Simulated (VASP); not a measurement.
# Ni (Fd-3m) in VASP: further runs, part 3 of 3

VASP 6.6.1. The steps go on from the part before.

### 6 Single point, revPBE, collinear spin, ferromagnetic start (volume scaled by 1.04)

File INCAR:

```
SYSTEM = Ni
PREC = Accurate
ENCUT = 520
EDIFF = 1E-6
ISMEAR = -1
SIGMA = 0.05
LREAL = .False.
LASPH = .True.
NELM = 150
ALGO = Normal
ISIF = 2
LWAVE = .False.
LCHARG = .False.
ISPIN = 2
MAGMOM = 0.849 0.849
LORBIT = 11
LMAXMIX = 4
GGA = RE
NBANDS = 21
```

File KPOINTS:

```
Automatic mesh
0
Gamma
  12 12 12
  0 0 0
```

File POSCAR:

```
Ni
1.0
    0.0000000000      2.6067682568      2.6067682568
    2.6067682568      0.0000000000      2.6067682568
    2.6067682568      2.6067682568      0.0000000000
Ni
2
Direct
    0.1250000000      0.1250000000      0.1250000000
    0.8750000000      0.8750000000      0.8750000000
```

Potentials or basis: VASP PAW PBE potentials, release 64 (Ni).

Command:

```
> cat potpaw_PBE.64/Ni/POTCAR > POTCAR
> mpirun -np 1 vasp_std > vasp.out
```

OUTCAR:

```text
SYSTEM = Ni
   PREC = Accurate
   ENCUT = 520
   EDIFF = 1E-6
   ISMEAR = -1
   LREAL = .False.
   LASPH = .True.
   NELM = 150
   ISIF = 2
   ISPIN = 2
   LORBIT = 11
   GGA = RE

 ion  position               nearest neighbor table
   1  0.125  0.125  0.125-   2 2.26   2 2.26   2 2.26   2 2.26
   2  0.875  0.875  0.875-   1 2.26   1 2.26   1 2.26   1 2.26

  LATTYP: Found a face centered cubic cell.
 ALAT       =     5.2135365136

  Lattice vectors:

 A1 = (   0.0000000000,   2.6067682568,   2.6067682568)
 A2 = (   2.6067682568,   0.0000000000,   2.6067682568)
 A3 = (   2.6067682568,   2.6067682568,   0.0000000000)

Analysis of symmetry for initial positions (statically):
=====================================================================
 Subroutine PRICEL returns:
 Original cell was already a primitive cell.

 Routine SETGRP: Setting up the symmetry group for a
 face centered cubic supercell.

 Subroutine GETGRP returns: Found 48 space group operations
 (whereof 12 operations were pure point group operations)
 out of a pool of 48 trial point group operations.

The static configuration has the point symmetry D_3d.
 The point group associated with its full space group is O_h .

Analysis of symmetry for dynamics (positions and initial velocities):
=====================================================================
 Subroutine PRICEL returns:
 Original cell was already a primitive cell.

 Routine SETGRP: Setting up the symmetry group for a
 face centered cubic supercell.

 Subroutine GETGRP returns: Found 48 space group operations
 (whereof 12 operations were pure point group operations)
 out of a pool of 48 trial point group operations.

The dynamic configuration has the point symmetry D_3d.
 The point group associated with its full space group is O_h .

Analysis of structural, dynamic, and magnetic symmetry:
=====================================================================
 Subroutine PRICEL returns:
 Original cell was already a primitive cell.

 Routine SETGRP: Setting up the symmetry group for a
 face centered cubic supercell.

 Subroutine GETGRP returns: Found 48 space group operations
 (whereof 12 operations were pure point group operations)
 out of a pool of 48 trial point group operations.

The overall configuration has the point symmetry D_3d.
 The point group associated with its full space group is O_h .

 Subroutine INISYM returns: Found 48 space group operations
 (whereof 12 operations are pure point group operations),
 and found     1 'primitive' translations

----------------------------------------------------------------------------------------

                                     Primitive cell

  volume of cell :      35.4272

  direct lattice vectors                    reciprocal lattice vectors
     0.000000000  2.606768257  2.606768257    -0.191808381  0.191808381  0.191808381
     2.606768257  0.000000000  2.606768257     0.191808381 -0.191808381  0.191808381
     2.606768257  2.606768257  0.000000000     0.191808381  0.191808381 -0.191808381

  length of vectors
     3.686527023  3.686527023  3.686527023     0.332221862  0.332221862  0.332221862

  position of ions in fractional coordinates (direct lattice)
     0.125000000  0.125000000  0.125000000
     0.875000000  0.875000000  0.875000000

  ion indices of the primitive-cell ions
   primitive index   ion index
                 1           1
                 2           2
[... 66 lines left out ...]
   ISPIN  =      2    spin polarized calculation?
   LNONCOLLINEAR =      F non collinear calculations
   LSORBIT =      F    spin-orbit coupling
   LASPH  =      T    aspherical Exc in radial PAW
   ENCUT  =  520.0 eV  38.22 Ry    6.18 a.u.   6.85  6.85  6.85*2*pi/ulx,y,z
   NELM   =    150;   NELMIN=  2; NELMDL= -5     # of ELM steps
   EDIFF  = 0.1E-05   stopping-criterion for ELM
   LREAL  =      F    real-space projection
   EDIFFG = 0.1E-04   stopping-criterion for IOM
   NSW    =      0    number of steps for IOM
   IBRION =     -1    ionic relax: 0-MD 1-quasi-New 2-CG
   NFREE  =      0    steps in history (QN), initial steepest desc. (CG)
   ISIF   =      2    stress and relaxation
   ISYM   =      2    0-nonsym 1-usesym 2-fastsym
   POTIM  = 0.5000    time-step for ionic-motion
   TEBEG  =    0.0;   TEEND  =   0.0 temperature during run
   PSTRESS=    0.0 pullay stress
   NELECT =      20.0000    total number of electrons
   NUPDOWN=      -1.0000    fix difference up-down
   EMIN   =  10.00;   EMAX   =-10.00  energy-range for DOS
   EFERMI =   0.00;   METHOD = LEGACY
   ISMEAR =    -1;   SIGMA  =   0.05  broadening in eV -4-tet -1-fermi 0-gaus
   EFERMI_NEDOS =   21; number of points for ismear=-14 and -15
   IALGO  =     38    algorithm
   IMIX   =      4    mixing-type and parameters
     AMIX     =   0.40;   BMIX     =  1.00
     AMIX_MAG =   1.60;   BMIX_MAG =  1.00
  volume/ion in A,a.u.               =      17.71       119.54
  Fermi-wavevector in a.u.,A,eV,Ry     =   1.353025  2.556846 24.907859  1.830676
  Thomas-Fermi vector in A             =   2.480315
   LORBIT       =     11    0 simple, 1 ext, 2 COOP (PROOUT), +10 PAW based schemes
   GGA     = RE    functional components
   LHFCALC =     F    Hartree Fock is set to
   AEXX    =    0.0000 exact exchange contribution
   IVDW    =     0    specifies the selected vdW correction
   LEPSILON=     F    determine dielectric tensor
   LRPA    =     F    only Hartree local field effects (RPA)
 spin polarized calculation
  energy-cutoff  :      520.00
  volume of cell :       35.43
 maximum number of plane-waves:       964
   NGX = 13   NGY = 13   NGZ = 13

 number of electron      20.0000017 magnetization       1.5800411

 Free energy of the ion-electron system (eV)
  ---------------------------------------------------
  ext. energy  EPLUGINS =         0.00000000
  ---------------------------------------------------
  free energy    TOTEN  =        -7.82921479 eV

  energy without entropy =       -7.79608938  energy(sigma->0) =       -7.81265208

 E-fermi :   4.1988     XC(G=0): -10.2274

 val. band max:        4.1942380480   @ k =   0.5000   0.0833   0.0000
 cond. band min:       4.2026674671   @ k =  -0.4167   0.2500   0.0833
 fundamental gap:      0.0084294191
 Fermi energy:         4.1987664892

 spin component 1

 k-point     1 :       0.0000    0.0000    0.0000
  band No.  band energies     occupation
      1      -2.0023      1.00000
      2       1.2442      1.00000
      3       1.2442      1.00000
      4       1.2446      1.00000
      5       1.2446      1.00000
      6       1.2446      1.00000
[... 565 lines left out ...]
     20      22.7691      0.00000
     21      23.6041      0.00000

 [... further k-points ...]

 spin component 2

 k-point     1 :       0.0000    0.0000    0.0000
  band No.  band energies     occupation
      1      -2.0371      1.00000
      2       1.9768      1.00000
      3       1.9768      1.00000
      4       2.0142      1.00000
      5       2.0142      1.00000
      6       2.0142      1.00000
[... 565 lines left out ...]
     20      22.7774      0.00000
     21      23.6313      0.00000

 [... further k-points ...]

------------------------ aborting loop because EDIFF is reached ----------------------------------------

  FORCE on cell =-STRESS in cart. coord.  units (eV):
  Direction    XX          YY          ZZ          XY          YZ          ZX
  --------------------------------------------------------------------------------------
  -------------------------------------------------------------------------------------
  Total       -0.6207032     -0.6207032     -0.6207032      0.0000000      0.0000000     -0.0000000
  in kB      -28.0709604    -28.0709604    -28.0709604      0.0000000      0.0000000     -0.0000000
  external PRESSURE =     -28.0709604 kB  Pullay stress =       0.0000000 kB

 VOLUME and BASIS-vectors are now :
 -----------------------------------------------------------------------------
  energy-cutoff  :      520.00
  volume of cell :       35.43
      direct lattice vectors                 reciprocal lattice vectors
     0.000000000  2.606768257  2.606768257    -0.191808381  0.191808381  0.191808381
     2.606768257  0.000000000  2.606768257     0.191808381 -0.191808381  0.191808381
     2.606768257  2.606768257  0.000000000     0.191808381  0.191808381 -0.191808381

 POSITION                                       TOTAL-FORCE (eV/Angst)
 -----------------------------------------------------------------------------------
      0.65169      0.65169      0.65169         0.000000      0.000000      0.000000
      4.56184      4.56184      4.56184        -0.000000     -0.000000     -0.000000
 -----------------------------------------------------------------------------------
    total drift:                                0.000000      0.000000      0.000000

  FREE ENERGIE OF THE ION-ELECTRON SYSTEM (eV)
  ---------------------------------------------------
  free  energy   TOTEN  =        -7.8292147906 eV

  energy  without entropy=       -7.7960893792  energy(sigma->0) =       -7.81265208

 total charge

# of ion       s       p       d       tot
------------------------------------------
    1        0.517   0.304   8.312   9.134
    2        0.517   0.304   8.312   9.134
--------------------------------------------------
tot          1.035   0.608  16.625  18.268

 magnetization (x)

# of ion       s       p       d       tot
------------------------------------------
    1       -0.015  -0.019   0.840   0.806
    2       -0.015  -0.019   0.840   0.806
--------------------------------------------------
tot         -0.030  -0.039   1.680   1.611
```

OSZICAR:

```text
N       E                     dE             d eps       ncg     rms          rms(c)
DAV:   1     0.103036825166E+03    0.10304E+03   -0.86638E+03  6112   0.116E+03
DAV:   2    -0.334896640118E+01   -0.10639E+03   -0.97716E+02  6128   0.219E+02
DAV:   3    -0.897972289799E+01   -0.56308E+01   -0.53839E+01  7026   0.600E+01
DAV:   4    -0.905351423159E+01   -0.73791E-01   -0.73736E-01  6746   0.676E+00
DAV:   5    -0.905534872134E+01   -0.18345E-02   -0.18344E-02  7066   0.101E+00    0.111E+01
DAV:   6    -0.901028957210E+01    0.45059E-01   -0.10663E+01  7008   0.537E+01    0.119E+01
DAV:   7    -0.783273285498E+01    0.11776E+01   -0.38807E+00  7006   0.271E+01    0.224E+00
DAV:   8    -0.783440006772E+01   -0.16672E-02   -0.33444E-02  6916   0.151E+00    0.130E+00
DAV:   9    -0.782958347700E+01    0.48166E-02   -0.44138E-03  7860   0.815E-01    0.405E-01
DAV:  10    -0.782909973721E+01    0.48374E-03   -0.11220E-03  7907   0.400E-01    0.121E-01
DAV:  11    -0.782921494608E+01   -0.11521E-03   -0.27971E-04  7843   0.171E-01    0.666E-02
DAV:  12    -0.782922265977E+01   -0.77137E-05   -0.16990E-05  6478   0.419E-02    0.311E-02
DAV:  13    -0.782921648372E+01    0.61760E-05   -0.35410E-06  6994   0.211E-02    0.940E-03
DAV:  14    -0.782921486082E+01    0.16229E-05   -0.62675E-07  3547   0.807E-03    0.154E-03
DAV:  15    -0.782921479064E+01    0.70178E-07   -0.14369E-07  3284   0.314E-03
   1 F= -.78292148E+01 E0= -.78126521E+01  d E =-.331254E-01  mag=     1.5800
```

stdout:

```text
POSCAR found type information on POSCAR Ni
 POSCAR found :  1 types and       2 ions
 scaLAPACK will be used
 -----------------------------------------------------------------------------
|                                                                             |
|                                                                             |
|     You enforced a specific xc type in the INCAR file but a different       |
|     I HOPE YOU KNOW WHAT YOU ARE DOING!                                     |
|                                                                             |
 -----------------------------------------------------------------------------

 LDA part: xc-table for (Slater+PW92), standard interpolation
 POSCAR, INCAR and KPOINTS ok, starting setup
 FFT: planning ... GRIDC
 FFT: planning ... GRID_SOFT
 FFT: planning ... GRID
 WAVECAR not read
 entering main loop
```

It took 65 s on 1 thread of AMD EPYC 9R45 (Zen 5), shared host; peak memory 0.19 GiB.

What came out:

```
Free energy                                           : -7.8292 eV
Pressure                                              : -2.8 GPa
Net moment                                            : 1.58 μB per cell
Site moments                                          : Ni +0.81 μB
Valence electrons inside the program's atomic spheres : Ni 9.13
```

Caveat: the PAW data sets were made with another functional, which shifts forces and pressure a little.

### 7 Summary

| cell | gap on the mesh (eV) | pressure (GPa) | moment (μB) |
| --- | --- | --- | --- |
| a = 3.487 Å, angles 60.0°, 2 atoms | none | 14.2 | 1.54 |
| a = 3.539 Å, angles 60.0°, 2 atoms | none | 8.3 | 1.55 |
| a = 3.589 Å, angles 60.0°, 2 atoms | none | 3.7 | 1.56 |
| a = 3.639 Å, angles 60.0°, 2 atoms | none | 0.1 | 1.57 |
| a = 3.687 Å, angles 60.0°, 2 atoms | none | -2.8 | 1.58 |

Alike in all rows: task single point; level revPBE; potentials or basis VASP PAW PBE potentials, release 64 (Ni); spin collinear, ferromagnetic start; k mesh 12 × 12 × 12; cutoff (eV) 520; smearing fermi-dirac 0.05 eV.

Caveats: the PAW data sets were made with another functional, which shifts forces and pressure a little.

Total energies depend on the potentials used, so only differences within one code and one set of settings carry meaning.
